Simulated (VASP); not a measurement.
# Hf (Im-3m) in VASP: further runs

Hf is run at these levels: PBEsol; tasks: electric field gradients.

All numbers are computed with VASP 6.6.1; they aren't measurements. Logs are shortened: lines on timing, memory, paths and dates and some standing lists are left out, and cuts for length are marked.

## 1. The cell of the first run

The structure is cubic, space group Im-3m (No. 229). The conventional cell has a = 3.634 Å, b = 3.634 Å, c = 3.634 Å, α = 90.00°, β = 90.00°, γ = 90.00°. Hf (site symmetry m-3m) has 14 Hf at 3.15 to 3.63 Å within 4.1 Å.

## 2. Electric field gradients, PBEsol (volume scaled by 1.02)

Input file INCAR:

```
ALGO = Normal ; EDIFF = 1E-8
ENCUT = 520 ; GGA = PS
ISIF = 2 ; ISMEAR = -1
LASPH = T ; LCHARG = F
LEFG = T ; LREAL = F
LWAVE = F ; NBANDS = 11
NELM = 100 ; PREC = Accurate
SIGMA = 0.05
```

Input file KPOINTS:

```
k-points
0
Gamma
  14 14 14
```

Input file POSCAR:

```
Hf
1.0
   -1.8169539908      1.8169539908      1.8169539908
    1.8169539908     -1.8169539908      1.8169539908
    1.8169539908      1.8169539908     -1.8169539908
Hf
1
Direct
    0.0000000000      0.0000000000      0.0000000000
```

Potentials or basis: VASP PAW PBE potentials, release 64 (Hf_pv).

Launch:

```console
> cat potpaw_PBE.64/Hf_pv/POTCAR > POTCAR
> mpirun -np 1 vasp_std > vasp.out
```

OUTCAR:

```text
EDIFF = 1E-8
   ENCUT = 520
   GGA = PS
   ISIF = 2
   ISMEAR = -1
   LASPH = T
   LREAL = F
   NELM = 100
   PREC = Accurate

 ion  position               nearest neighbor table
   1  0.000  0.000  0.000-

  LATTYP: Found a body centered cubic cell.
 ALAT       =     3.6339079816

  Lattice vectors:

 A1 = (  -1.8169539908,   1.8169539908,   1.8169539908)
 A2 = (   1.8169539908,  -1.8169539908,   1.8169539908)
 A3 = (   1.8169539908,   1.8169539908,  -1.8169539908)

Analysis of symmetry for initial positions (statically):
=====================================================================
 Subroutine PRICEL returns:
 Original cell was already a primitive cell.

 Routine SETGRP: Setting up the symmetry group for a
 body centered cubic supercell.

 Subroutine GETGRP returns: Found 48 space group operations
 (whereof 48 operations were pure point group operations)
 out of a pool of 48 trial point group operations.

The static configuration has the point symmetry O_h .

Analysis of symmetry for dynamics (positions and initial velocities):
=====================================================================
 Subroutine PRICEL returns:
 Original cell was already a primitive cell.

 Routine SETGRP: Setting up the symmetry group for a
 body centered cubic supercell.

 Subroutine GETGRP returns: Found 48 space group operations
 (whereof 48 operations were pure point group operations)
 out of a pool of 48 trial point group operations.

The dynamic configuration has the point symmetry O_h .

 Subroutine INISYM returns: Found 48 space group operations
 (whereof 48 operations are pure point group operations),
 and found     1 'primitive' translations

----------------------------------------------------------------------------------------

                                     Primitive cell

  volume of cell :      23.9934

  direct lattice vectors                    reciprocal lattice vectors
    -1.816953991  1.816953991  1.816953991     0.000000000  0.275185834  0.275185834
     1.816953991 -1.816953991  1.816953991     0.275185834  0.000000000  0.275185834
     1.816953991  1.816953991 -1.816953991     0.275185834  0.275185834  0.000000000

  length of vectors
     3.147056627  3.147056627  3.147056627     0.389171539  0.389171539  0.389171539

  position of ions in fractional coordinates (direct lattice)
     0.000000000  0.000000000  0.000000000

  ion indices of the primitive-cell ions
   primitive index   ion index
                 1           1

----------------------------------------------------------------------------------------

 KPOINTS: k-points

Automatic generation of k-mesh.
 Grid dimensions read from file:
 generate k-points for:   14   14   14

 Generating k-lattice:

  Cartesian coordinates                     Fractional coordinates (reciprocal lattice)
     0.000000000  0.019656131  0.019656131     0.071428571  0.000000000  0.000000000
     0.019656131  0.000000000  0.019656131     0.000000000  0.071428571  0.000000000
     0.019656131  0.019656131  0.000000000     0.000000000  0.000000000  0.071428571

  Length of vectors
     0.027797967  0.027797967  0.027797967

  Shift w.r.t. Gamma in fractional coordinates (k-lattice)
     0.000000000  0.000000000  0.000000000

 Subroutine IBZKPT returns following result:
 ===========================================

 Found    104 irreducible k-points:

 Following reciprocal coordinates:
            Coordinates               Weight
  0.000000  0.000000  0.000000      1.000000
  0.071429  0.000000  0.000000     12.000000
  0.142857  0.000000  0.000000     12.000000
  0.214286  0.000000  0.000000     12.000000
  0.285714  0.000000  0.000000     12.000000
  0.357143  0.000000  0.000000     12.000000
[... 16 lines left out ...]
  0.285714  0.285714  0.000000     24.000000
  0.357143  0.285714  0.000000     24.000000
 [... further k-points ...]
   k-points           NKPTS =    104   k-points in BZ     NKDIM =    104   number of bands    NBANDS=     11
   number of dos      NEDOS =    301   number of ions     NIONS =      1
   total plane-waves  NPLWV =  13824
   dimension x,y,z NGX =    24 NGY =   24 NGZ =   24
   dimension x,y,z NGXF=    48 NGYF=   48 NGZF=   48
   ions per type =               1
   NGX,Y,Z   is equivalent  to a cutoff of  12.68, 12.68, 12.68 a.u.
   NGXF,Y,Z  is equivalent  to a cutoff of  25.36, 25.36, 25.36 a.u.
 SYSTEM =  unknown system
   PREC   = accura    normal or accurate (medium, high low for compatibility)
   ISTART =      0    job   : 0-new  1-cont  2-samecut
   ICHARG =      2    charge: 1-file 2-atom 10-const
   ISPIN  =      1    spin polarized calculation?
   LNONCOLLINEAR =      F non collinear calculations
   LSORBIT =      F    spin-orbit coupling
   LASPH  =      T    aspherical Exc in radial PAW
   ENCUT  =  520.0 eV  38.22 Ry    6.18 a.u.   5.85  5.85  5.85*2*pi/ulx,y,z
   NELM   =    100;   NELMIN=  2; NELMDL= -5     # of ELM steps
   EDIFF  = 0.1E-07   stopping-criterion for ELM
   LREAL  =      F    real-space projection
   EDIFFG = 0.1E-06   stopping-criterion for IOM
   NSW    =      0    number of steps for IOM
   IBRION =     -1    ionic relax: 0-MD 1-quasi-New 2-CG
   NFREE  =      0    steps in history (QN), initial steepest desc. (CG)
   ISIF   =      2    stress and relaxation
   ISYM   =      2    0-nonsym 1-usesym 2-fastsym
   POTIM  = 0.5000    time-step for ionic-motion
   TEBEG  =    0.0;   TEEND  =   0.0 temperature during run
   PSTRESS=    0.0 pullay stress
   NELECT =      10.0000    total number of electrons
   NUPDOWN=      -1.0000    fix difference up-down
   EMIN   =  10.00;   EMAX   =-10.00  energy-range for DOS
   EFERMI =   0.00;   METHOD = LEGACY
   ISMEAR =    -1;   SIGMA  =   0.05  broadening in eV -4-tet -1-fermi 0-gaus
   EFERMI_NEDOS =   21; number of points for ismear=-14 and -15
   IALGO  =     38    algorithm
   IMIX   =      4    mixing-type and parameters
     AMIX     =   0.40;   BMIX     =  1.00
     AMIX_MAG =   1.60;   BMIX_MAG =  1.00
  volume/ion in A,a.u.               =      23.99       161.92
  Fermi-wavevector in a.u.,A,eV,Ry     =   1.222862  2.310875 20.346047  1.495392
  Thomas-Fermi vector in A             =   2.357994
   LORBIT       =      0    0 simple, 1 ext, 2 COOP (PROOUT), +10 PAW based schemes
   GGA     = PS    functional components
   LHFCALC =     F    Hartree Fock is set to
   AEXX    =    0.0000 exact exchange contribution
   IVDW    =     0    specifies the selected vdW correction
   LEPSILON=     F    determine dielectric tensor
   LRPA    =     F    only Hartree local field effects (RPA)
 non-spin polarized calculation
  energy-cutoff  :      520.00
  volume of cell :       23.99
 maximum number of plane-waves:       682
   NGX = 11   NGY = 11   NGZ = 11

 number of electron      10.0000000 magnetization

 number of electron       9.9999998 magnetization

 Free energy of the ion-electron system (eV)
  ---------------------------------------------------
  ext. energy  EPLUGINS =         0.00000000
  ---------------------------------------------------
  free energy    TOTEN  =       -10.24017971 eV

  energy without entropy =      -10.22174948  energy(sigma->0) =      -10.23096460

 E-fermi :   3.9592     XC(G=0): -11.0762

 val. band max:        3.9510285665   @ k =   0.2857   0.2143   0.0000
 cond. band min:       3.9610610876   @ k =   0.2143   0.1429   0.0000
 fundamental gap:      0.0100325211
 Fermi energy:         3.9592316163

 k-point     1 :       0.0000    0.0000    0.0000
  band No.  band energies     occupation
      1     -26.0969      2.00000
      2     -26.0969      2.00000
      3     -26.0969      2.00000
      4      -2.8508      2.00000
      5       5.4096      0.00000
      6       5.4096      0.00000
      7       5.4096      0.00000
      8       8.0042      0.00000
      9       8.0042      0.00000
     10      16.9508      0.00000
     11      16.9508      0.00000

 k-point     2 :       0.0714    0.0000    0.0000
  band No.  band energies     occupation
      1     -26.1309      2.00000
      2     -26.1078      2.00000
      3     -26.0970      2.00000
      4      -2.6765      2.00000
      5       5.2896      0.00000
      6       5.3626      0.00000
      7       5.5798      0.00000
      8       7.8169      0.00000
      9       8.0036      0.00000
     10      16.9368      0.00000
     11      17.1102      0.00000

 k-point     3 :       0.1429    0.0000    0.0000
  band No.  band energies     occupation
      1     -26.2251      2.00000
      2     -26.1380      2.00000
      3     -26.0972      2.00000
      4      -2.1750      2.00000
      5       4.9761      0.00000
      6       5.1522      0.00000
      7       6.0830      0.00000
      8       7.5156      0.00000
      9       8.0184      0.00000
     10      16.9351      0.00000
     11      17.4222      0.00000

 k-point     4 :       0.2143    0.0000    0.0000
  band No.  band energies     occupation
      1     -26.3582      2.00000
      2     -26.1813      2.00000
      3     -26.0975      2.00000
      4      -1.4149      2.00000
      5       4.5706      0.00001
      6       4.7358      0.00000
      7       6.8960      0.00000
      8       7.4581      0.00000
      9       8.0836      0.00000
     10      16.9279      0.00000
     11      17.2718      0.00000

 k-point     5 :       0.2857    0.0000    0.0000
  band No.  band energies     occupation
      1     -26.5022      2.00000
      2     -26.2290      2.00000
      3     -26.0979      2.00000
      4      -0.5331      2.00000
      5       4.1704      0.02885
      6       4.3330      0.00113
      7       7.6288      0.00000
      8       7.9720      0.00000
      9       8.2243      0.00000
     10      16.3430      0.00000
     11      16.5952      0.00000
[... 211 lines left out ...]
 k-point    21 :       0.2857    0.2143    0.0000
  band No.  band energies     occupation
      1     -26.6359      2.00000
      2     -26.3652      2.00000
      3     -26.1619      2.00000
      4       1.4784      2.00000
      5       3.4143      1.99996
      6       3.9510      1.08185
      7       7.6543      0.00000
      8       8.5720      0.00000
      9      11.0276      0.00000
     10      12.8327      0.00000
     11      16.1936      0.00000

 k-point    22 :       0.3571    0.2143    0.0000
  band No.  band energies     occupation
      1     -26.6535      2.00000
      2     -26.4080      2.00000
      3     -26.1655      2.00000
      4       1.8106      2.00000
      5       3.4794      1.99986
      6       3.9374      1.21508
      7       7.7397      0.00000
      8       8.7173      0.00000
      9      11.6684      0.00000
     10      12.0679      0.00000
     11      15.3580      0.00000

 k-point    23 :       0.2857    0.2857    0.0000
  band No.  band energies     occupation
      1     -26.6182      2.00000
      2     -26.4457      2.00000
      3     -26.1740      2.00000
      4       2.1363      2.00000
      5       3.2837      2.00000
      6       3.8016      1.91802
      7       7.9537      0.00000
      8       8.4808      0.00000
      9      11.4395      0.00000
     10      12.3311      0.00000
     11      15.3032      0.00000

 k-point    24 :       0.3571    0.2857    0.0000
  band No.  band energies     occupation
      1     -26.5931      2.00000
      2     -26.4940      2.00000
      3     -26.1775      2.00000
      4       2.3881      2.00000
      5       3.3862      1.99998
      6       3.6003      1.99848
      7       8.1055      0.00000
      8       8.5585      0.00000
      9      10.7505      0.00000
     10      13.1825      0.00000
     11      14.5366      0.00000

 [... further k-points ...]
[... 5 lines left out ...]
  --------------------------------------------------------------------------------------
  -------------------------------------------------------------------------------------
  Total       -1.6121862     -1.6121862     -1.6121862      0.0000000      0.0000000      0.0000000
  in kB     -107.6549503   -107.6549503   -107.6549503      0.0000000      0.0000000      0.0000000
  external PRESSURE =    -107.6549503 kB  Pullay stress =       0.0000000 kB

 VOLUME and BASIS-vectors are now :
 -----------------------------------------------------------------------------
  energy-cutoff  :      520.00
  volume of cell :       23.99
      direct lattice vectors                 reciprocal lattice vectors
    -1.816953991  1.816953991  1.816953991     0.000000000  0.275185834  0.275185834
     1.816953991 -1.816953991  1.816953991     0.275185834  0.000000000  0.275185834
     1.816953991  1.816953991 -1.816953991     0.275185834  0.275185834  0.000000000

 POSITION                                       TOTAL-FORCE (eV/Angst)
 -----------------------------------------------------------------------------------
      0.00000      0.00000      0.00000        -0.000000     -0.000000     -0.000000
 -----------------------------------------------------------------------------------
    total drift:                                0.000000      0.000000     -0.000000

  FREE ENERGIE OF THE ION-ELECTRON SYSTEM (eV)
  ---------------------------------------------------
  free  energy   TOTEN  =       -10.2401797125 eV

  energy  without entropy=      -10.2217494845  energy(sigma->0) =      -10.23096460

 Electric field gradients (V/A^2)
---------------------------------------------------------------------
 ion       V_xx      V_yy      V_zz      V_xy      V_xz      V_yz
---------------------------------------------------------------------
   1      -0.000     0.000    -0.000    -0.000    -0.000    -0.000
---------------------------------------------------------------------

 Electric field gradients after diagonalization (V/A^2)
 (convention: |V_zz| > |V_xx| > |V_yy|)
----------------------------------------------------------------------
 ion       V_xx      V_yy      V_zz     asymmetry (V_yy - V_xx)/ V_zz
----------------------------------------------------------------------
   1       0.000     0.000    -0.000       0.000
----------------------------------------------------------------------

           NMR quadrupolar parameters

 Cq : quadrupolar parameter    Cq=e*Q*V_zz/h
 eta: asymmetry parameters     (V_yy - V_xx)/ V_zz
 Q  : nuclear electric quadrupole moment in mb (millibarn)
----------------------------------------------------------------------
 ion       Cq(MHz)       eta       Q (mb)
----------------------------------------------------------------------
   1      -0.000       0.000       1.000
----------------------------------------------------------------------
```

Run time: 12 s. Hardware: 1 thread of Intel Xeon Platinum 8488C (Sapphire Rapids), shared host; peak memory 0.15 GiB.

Results:

```
Free energy            : -10.2402 eV
Pressure               : -10.8 GPa
Band gap on the k mesh : zero (band 5 reaches 5.41 eV, above the bottom of band 6 at 3.26 eV)
```

Levels at points of the mesh, in eV from the Fermi level:
```tsv
k point	band 2	band 3	band 4	band 5	band 6	band 7	band 8	band 9
(0.00, 0.00, 0.00)	-30.06	-30.06	-6.81	1.45	1.45	1.45	4.04	4.04
(0.50, 0.00, 0.00)	-30.27	-30.06	-3.17	-0.40	0.85	3.83	4.77	7.00
(0.50, 0.50, 0.50)	-30.52	-30.52	-2.28	-2.28	6.26	6.26	6.26	6.70
```

Caveat: without QUAD_EFG the Cq values of the log hold for a quadrupole moment of 1 mb, not for the nuclei; the PAW data sets were made with another functional, which shifts forces and pressure a little; spin-orbit coupling is left out, which moves the levels of the heavy elements.

(Part 1 of 3 ends here.)
